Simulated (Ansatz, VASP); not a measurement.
# Os: VASP beside Ansatz

```
Os
1.0
     0.00000    1.91095    1.91095
     1.91095    0.00000    1.91095
     1.91095    1.91095    0.00000
Os
1
Direct
  0.00000 0.00000 0.00000
```

Alike in both runs: task single point; functional PBEsol; k mesh 16 × 16 × 16; occupations fermi-dirac, width 0.1 eV; no spin polarisation.

|  | VASP | Ansatz |
| --- | --- | --- |
| version | VASP 6.6.1 | Ansatz 0.2.0 |
| potentials or method | VASP PAW PBE potentials, release 64 (Os), cutoff 520 eV | plane waves (420 eV) with PAW, scalar-relativistic |
| valence electrons in the cell | 8 | 16 |

```csv
,VASP,Ansatz,Ansatz less VASP
pressure (GPa),0.3,-0.2,-0.51
```

VASP's potentials were made for PBE, not for PBEsol, and Ansatz warns of the same on its side. With one functional, cell and mesh, what is left measures potentials, basis and numerics. VASP's potentials hold 8 valence electrons a cell and Ansatz's 16, so a difference there can come from the potentials and not from the codes.

Spin-orbit coupling is off throughout.
